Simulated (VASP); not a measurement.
Write the native input for VASP 6.6.1 that does the following.

| Item | Value |
| --- | --- |
| Task | single point |
| Functional | PBEsol |
| Potentials or basis | VASP PAW PBE potentials, release 64 (Ti_sv, N) |
| Cutoff | 520 eV |
| k mesh | 18 × 18 × 18 |
| Occupations | gaussian, width 0.1 eV |
| Spin | no spin polarisation |
| Dipole correction | no |
| Further INCAR settings | ALGO = Normal; EDIFF = 1e-06; NBANDS = 16 |

The structure of TiN lies in POSCAR:

```
TiN
1.0
    0.0000000000      2.1019496216      2.1019496216
    2.1019496216      0.0000000000      2.1019496216
    2.1019496216      2.1019496216      0.0000000000
Ti N
1 1
Direct
    0.0000000000      0.0000000000      0.0000000000
    0.5000000000      0.5000000000      0.5000000000
```

These files were run (other wordings do the same):

INCAR

```
PREC = Accurate
ENCUT = 520
EDIFF = 1E-6
ISMEAR = 0
SIGMA = 0.1
LREAL = F
LASPH = T
NELM = 100
ALGO = Normal
ISIF = 2
LWAVE = F
LCHARG = F
GGA = PS
NBANDS = 16
```

KPOINTS

```
Automatic mesh
0
Gamma
  18 18 18
```

Potentials or basis: VASP PAW PBE potentials, release 64 (Ti_sv, N).

Launch:

```console
$ cat potpaw_PBE.64/Ti_sv/POTCAR potpaw_PBE.64/N/POTCAR > POTCAR
$ mpirun -np 1 vasp_std > vasp.out
```

It gave:

- Pressure: 0.5 GPa

Caveat: the PAW data sets were made with another functional, which shifts forces and pressure a little.

It took 20 s on 1 thread of Intel(R) Xeon(R) 6975P-C (Granite Rapids), on a shared host, peak memory 0.18 GiB.
